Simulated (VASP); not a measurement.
# ZnS in VASP: further runs, part 2 of 2

VASP 6.6.1.

### Step 3. Relaxation of cell and atoms, PBE

This run uses another cell than the first one, of 19.55 Å³/atom, 0.970 times its volume.

File INCAR:

```
PREC = Accurate ; ENCUT = 600
EDIFF = 1E-6 ; ISMEAR = 0
SIGMA = 0.02 ; LREAL = F
LASPH = T ; NELM = 60
ALGO = Normal ; ISIF = 3
LWAVE = F ; LCHARG = F
GGA = PE ; IBRION = 2
NSW = 100 ; EDIFFG = -0.005
```

File KPOINTS:

```
regular mesh
0
Gamma
  10 10 10
```

File POSCAR:

```
ZnS
1.0
    0.0000000000      2.6936828773      2.6936828773
    2.6936828773      0.0000000000      2.6936828773
    2.6936828773      2.6936828773      0.0000000000
Zn S
1 1
Direct
    0.0000000000      0.0000000000      0.0000000000
    0.2500000000      0.2500000000      0.2500000000
```

Potentials or basis: VASP PAW PBE potentials, release 64 (Zn, S).

Run with:

```console
cat potpaw_PBE.64/Zn/POTCAR potpaw_PBE.64/S/POTCAR > POTCAR
mpirun -np 1 vasp_std > vasp.out
```

OUTCAR:

```text
PREC = Accurate
   ENCUT = 600
   EDIFF = 1E-6
   ISMEAR = 0
   LREAL = F
   LASPH = T
   NELM = 60
   ISIF = 3
   GGA = PE
   IBRION = 2
   NSW = 100
   EDIFFG = -0.005

 ion  position               nearest neighbor table
   1  0.000  0.000  0.000-   2 2.33   2 2.33   2 2.33   2 2.33
   2  0.250  0.250  0.250-   1 2.33   1 2.33   1 2.33   1 2.33

  LATTYP: Found a face centered cubic cell.
 ALAT       =     5.3873657546

  Lattice vectors:

 A1 = (   0.0000000000,   2.6936828773,   2.6936828773)
 A2 = (   2.6936828773,   0.0000000000,   2.6936828773)
 A3 = (   2.6936828773,   2.6936828773,   0.0000000000)

Analysis of symmetry for initial positions (statically):
=====================================================================
 Subroutine PRICEL returns:
 Original cell was already a primitive cell.

 Routine SETGRP: Setting up the symmetry group for a
 face centered cubic supercell.

 Subroutine GETGRP returns: Found 24 space group operations
 (whereof 24 operations were pure point group operations)
 out of a pool of 48 trial point group operations.

The static configuration has the point symmetry T_d .

Analysis of symmetry for dynamics (positions and initial velocities):
=====================================================================
 Subroutine PRICEL returns:
 Original cell was already a primitive cell.

 Routine SETGRP: Setting up the symmetry group for a
 face centered cubic supercell.

 Subroutine GETGRP returns: Found 24 space group operations
 (whereof 24 operations were pure point group operations)
 out of a pool of 48 trial point group operations.

The dynamic configuration has the point symmetry T_d .

 Subroutine INISYM returns: Found 24 space group operations
 (whereof 24 operations are pure point group operations),
 and found     1 'primitive' translations

----------------------------------------------------------------------------------------

                                     Primitive cell

  volume of cell :      39.0903

  direct lattice vectors                    reciprocal lattice vectors
     0.000000000  2.693682877  2.693682877    -0.185619474  0.185619474  0.185619474
     2.693682877  0.000000000  2.693682877     0.185619474 -0.185619474  0.185619474
     2.693682877  2.693682877  0.000000000     0.185619474  0.185619474 -0.185619474

  length of vectors
     3.809442858  3.809442858  3.809442858     0.321502361  0.321502361  0.321502361

  position of ions in fractional coordinates (direct lattice)
     0.000000000  0.000000000  0.000000000
     0.250000000  0.250000000  0.250000000

  ion indices of the primitive-cell ions
   primitive index   ion index
                 1           1
                 2           2

----------------------------------------------------------------------------------------

 KPOINTS: regular mesh

Automatic generation of k-mesh.
 Grid dimensions read from file:
 generate k-points for:   10   10   10

 Generating k-lattice:

  Cartesian coordinates                     Fractional coordinates (reciprocal lattice)
    -0.018561947  0.018561947  0.018561947     0.100000000  0.000000000  0.000000000
[... 45 lines left out ...]
   dimension x,y,z NGXF=    60 NGYF=   60 NGZF=   60
   ions per type =               1   1
   NGX,Y,Z   is equivalent  to a cutoff of  13.09, 13.09, 13.09 a.u.
   NGXF,Y,Z  is equivalent  to a cutoff of  26.18, 26.18, 26.18 a.u.
 SYSTEM =  unknown system
   PREC   = accura    normal or accurate (medium, high low for compatibility)
   ISTART =      0    job   : 0-new  1-cont  2-samecut
   ICHARG =      2    charge: 1-file 2-atom 10-const
   ISPIN  =      1    spin polarized calculation?
   LNONCOLLINEAR =      F non collinear calculations
   LSORBIT =      F    spin-orbit coupling
   LASPH  =      T    aspherical Exc in radial PAW
   ENCUT  =  600.0 eV  44.10 Ry    6.64 a.u.   7.61  7.61  7.61*2*pi/ulx,y,z
   NELM   =     60;   NELMIN=  2; NELMDL= -5     # of ELM steps
   EDIFF  = 0.1E-05   stopping-criterion for ELM
   LREAL  =      F    real-space projection
   EDIFFG = -.5E-02   stopping-criterion for IOM
   NSW    =    100    number of steps for IOM
   IBRION =      2    ionic relax: 0-MD 1-quasi-New 2-CG
   NFREE  =      1    steps in history (QN), initial steepest desc. (CG)
   ISIF   =      3    stress and relaxation
   ISYM   =      2    0-nonsym 1-usesym 2-fastsym
   POTIM  = 0.5000    time-step for ionic-motion
   TEBEG  =    0.0;   TEEND  =   0.0 temperature during run
   PSTRESS=    0.0 pullay stress
   NELECT =      18.0000    total number of electrons
   NUPDOWN=      -1.0000    fix difference up-down
   EMIN   =  10.00;   EMAX   =-10.00  energy-range for DOS
   EFERMI =   0.00;   METHOD = LEGACY
   ISMEAR =     0;   SIGMA  =   0.02  broadening in eV -4-tet -1-fermi 0-gaus
   EFERMI_NEDOS =   21; number of points for ismear=-14 and -15
   IALGO  =     38    algorithm
   IMIX   =      4    mixing-type and parameters
     AMIX     =   0.40;   BMIX     =  1.00
     AMIX_MAG =   1.60;   BMIX_MAG =  1.00
  volume/ion in A,a.u.               =      19.55       131.90
  Fermi-wavevector in a.u.,A,eV,Ry     =   1.264181  2.388955 21.744194  1.598153
  Thomas-Fermi vector in A             =   2.397499
   LORBIT       =      0    0 simple, 1 ext, 2 COOP (PROOUT), +10 PAW based schemes
   GGA     = PE    functional components
   LHFCALC =     F    Hartree Fock is set to
   AEXX    =    0.0000 exact exchange contribution
   IVDW    =     0    specifies the selected vdW correction
   LEPSILON=     F    determine dielectric tensor
   LRPA    =     F    only Hartree local field effects (RPA)
 conjugate gradient relaxation of ions
 non-spin polarized calculation
 Gauss-broadening in eV      SIGMA  =   0.02
  energy-cutoff  :      600.00
  volume of cell :       39.09
 maximum number of plane-waves:      1326
   NGX = 15   NGY = 15   NGZ = 15

--------------------------------------- Ionic step        1  -------------------------------------------

 number of electron      18.0000017 magnetization

 Free energy of the ion-electron system (eV)
  ---------------------------------------------------
  ext. energy  EPLUGINS =         0.00000000
  ---------------------------------------------------
  free energy    TOTEN  =        -6.84249898 eV

  energy without entropy =       -6.84249898  energy(sigma->0) =       -6.84249898

------------------------ aborting loop because EDIFF is reached ----------------------------------------

  FORCE on cell =-STRESS in cart. coord.  units (eV):
  Direction    XX          YY          ZZ          XY          YZ          ZX
  --------------------------------------------------------------------------------------
  -------------------------------------------------------------------------------------
  Total        0.6134737      0.6134737      0.6134737      0.0000000      0.0000000      0.0000000
  in kB       25.1441611     25.1441611     25.1441611      0.0000000      0.0000000      0.0000000
  external PRESSURE =      25.1441611 kB  Pullay stress =       0.0000000 kB
[... 95 lines left out ...]
--------------------------------------- Ionic step        4  -------------------------------------------

 number of electron      18.0000007 magnetization

 Free energy of the ion-electron system (eV)
  ---------------------------------------------------
  ext. energy  EPLUGINS =         0.00000000
  ---------------------------------------------------
  free energy    TOTEN  =        -6.85236606 eV

  energy without entropy =       -6.85236606  energy(sigma->0) =       -6.85236606

 E-fermi :   2.0271     XC(G=0):  -9.5144

 val. band max:        1.8793528545   @ k =   0.0000   0.0000   0.0000
 cond. band min:       3.8867991776   @ k =   0.0000   0.0000   0.0000
 fundamental gap:      2.0074463231
 Fermi energy:         2.0270903093

 k-point     1 :       0.0000    0.0000    0.0000
  band No.  band energies     occupation
      1     -11.0917      2.00000
      2      -4.3646      2.00000
      3      -4.3646      2.00000
      4      -4.3646      2.00000
      5      -3.8953      2.00000
      6      -3.8953      2.00000
      7       1.8794      2.00000
      8       1.8794      2.00000
      9       1.8794      2.00000
     10       3.8868      0.00000
     11       8.2918      0.00000
     12       8.2918      0.00000
     13       8.2918      0.00000
[... 354 lines left out ...]
  band No.  band energies     occupation
      1     -10.1781      2.00000
      2      -4.3637      2.00000
      3      -4.1323      2.00000
      4      -4.1226      2.00000
      5      -3.8685      2.00000
      6      -3.8420      2.00000
      7      -1.8055      2.00000
      8      -0.0246      2.00000
      9       0.1775      2.00000
     10       5.9791      0.00000
     11       6.5441      0.00000
     12      10.5900      0.00000
     13      11.5351      0.00000

 [... further k-points ...]
[... 5 lines left out ...]
  --------------------------------------------------------------------------------------
  -------------------------------------------------------------------------------------
  Total       -0.0080524     -0.0080524     -0.0080524      0.0000000      0.0000000      0.0000000
  in kB       -0.3190355     -0.3190355     -0.3190355      0.0000000      0.0000000      0.0000000
  external PRESSURE =      -0.3190355 kB  Pullay stress =       0.0000000 kB
[... 17 lines left out ...]
  FREE ENERGIE OF THE ION-ELECTRON SYSTEM (eV)
  ---------------------------------------------------
  free  energy   TOTEN  =        -6.8523660615 eV

  energy  without entropy=       -6.8523660615  energy(sigma->0) =       -6.85236606

 reached required accuracy - stopping structural energy minimisation
```

CONTCAR:

```text
ZnS
   1.00000000000000
     0.0000000000000000    2.7243098556777312    2.7243098556777312
     2.7243098556777312   -0.0000000000000000    2.7243098556777312
     2.7243098556777312    2.7243098556777312    0.0000000000000000
  Zn              S
     1     1
Direct
     1.0000000000000000    1.0000000000000000    1.0000000000000000
     0.2500000000000000    0.2500000000000000    0.2500000000000000

  0.00000000E+00  0.00000000E+00  0.00000000E+00
  0.00000000E+00  0.00000000E+00  0.00000000E+00
```

Wall time 57 s (1 thread of AMD EPYC 7R43 (Zen 3), shared host); peak memory 0.15 GiB.

Results:

* Free energy: -6.8524 eV
* Relaxed volume: 20.22 Å³/atom
* Relaxed cell: a = 3.853 Å, b = 3.853 Å, c = 3.853 Å, α = 60.00°, β = 60.00°, γ = 60.00°
* Space group after relaxing (to 0.05 Å): F-43m (No. 216)
* Energy gained by relaxing: 4.9 meV/atom
* Ionic steps: 4
* Pressure after relaxing: 0.0 GPa
* Band gap on the k mesh: 2.01 eV, direct

Step by step:
```tsv
step	energy change (eV)	largest force (eV/Å)	pressure (GPa)	volume (Å³)
1	0.0000	0.0000	2.51	39.09
2	-0.0088	0.0000	-0.73	40.85
3	-0.0099	0.0000	0.07	40.40
4	-0.0099	0.0000	-0.03	40.44
```

Final structure:
```yaml
crystal:
  lattice:
    - [0.00000, 2.72431, 2.72431]
    - [2.72431, 0.00000, 2.72431]
    - [2.72431, 2.72431, 0.00000]
  atoms:
    - { symbol: Zn, position: [0.00000, 0.00000, 0.00000] }
    - { symbol: S, position: [0.25000, 0.25000, 0.25000] }
```

PBE gaps usually lie below the measured ones, often by a third to a half.

### Step 4. Single point, PBE (uniaxial strain along c: +2.0 %)

File INCAR:

```
SYSTEM = ZnS
PREC = Accurate ; ENCUT = 520
EDIFF = 1E-6 ; ISMEAR = 0
SIGMA = 0.02 ; LREAL = .False.
LASPH = .True. ; NELM = 80
ALGO = Normal ; ISIF = 2
LWAVE = .False. ; LCHARG = .False.
GGA = PE ; NBANDS = 26
```

File KPOINTS:

```
Automatic mesh
0
Gamma
  8 8 6
  0 0 0
```

File POSCAR:

```
ZnS
1.0
    2.7075486003      2.7075486003      0.0000000000
   -2.7075486003      2.7075486003      0.0000000000
    0.0000000000      0.0000000000      5.5511549192
Zn S
2 2
Direct
    0.0000000000      0.0000000000      0.0000000000
    0.5000000000      0.5000000000      0.5000000000
    0.5000000000      0.0000000000      0.7500000000
    0.0000000000      0.5000000000      0.2500000000
```

Run with:

```console
cat potpaw_PBE.64/Zn/POTCAR potpaw_PBE.64/S/POTCAR > POTCAR
mpirun -np 1 vasp_std > vasp.out
```

Wall time 37 s (1 thread of Intel Xeon 6975P-C (Granite Rapids), shared host); peak memory 0.24 GiB.

The run converged. Its results:

```
Free energy            : -13.7001 eV
Pressure               : -0.5 GPa
Band gap on the k mesh : 1.95 eV
```

Stress tensor (GPa, compression positive):
```
-0.14  0.00  0.00
 0.00 -0.14  0.00
 0.00  0.00 -1.21
```

Levels at points of the mesh, in eV from the valence-band top:
| k point | band 16 | band 17 | band 18 | band 19 | band 20 | band 21 |
| --- | --- | --- | --- | --- | --- | --- |
| (0.00, 0.00, 0.00) | -0.09 | 0.00 | 0.00 | 1.95 | 3.53 | 4.20 |
| (0.50, 0.00, 0.00) | -2.49 | -0.81 | -0.81 | 4.79 | 4.79 | 6.65 |
| (0.50, 0.50, 0.00) | -2.20 | -2.15 | -2.15 | 3.41 | 3.41 | 3.97 |
| (0.00, 0.00, 0.50) | -1.14 | -1.14 | -1.14 | 4.36 | 4.36 | 4.66 |
| (0.50, 0.00, 0.50) | -0.92 | -0.78 | -0.78 | 3.21 | 3.21 | 6.82 |
| (0.50, 0.50, 0.50) | -2.64 | -2.61 | -2.61 | 5.59 | 5.59 | 5.76 |

Caveat: the cell differs from its parent crystal (uniaxial strain along c: +2.0 %).

### Step 5. Overview

| task | cell | k mesh | cutoff (eV) | gap on the mesh (eV) | pressure (GPa) |
| --- | --- | --- | --- | --- | --- |
| single point | a = 3.848 Å, angles 60.0°, 2 atoms | 10 × 10 × 10 | 520 | 2.02 | 0.2 |
| relaxation of cell and atoms | relaxed from a = 3.809 Å, angles 60.0°, 2 atoms | 10 × 10 × 10 | 600 | 2.01 | 0.0 |
| single point | a = 3.829, b = 3.829, c = 5.551 Å, 4 atoms | 8 × 8 × 6 | 520 | 1.95 | -0.5 |

Alike in all rows: level PBE; potentials or basis VASP PAW PBE potentials, release 64 (Zn, S); no spin polarisation; smearing gaussian 0.02 eV.

Total energies depend on the potentials used, so only differences within one code and one set of settings carry meaning.
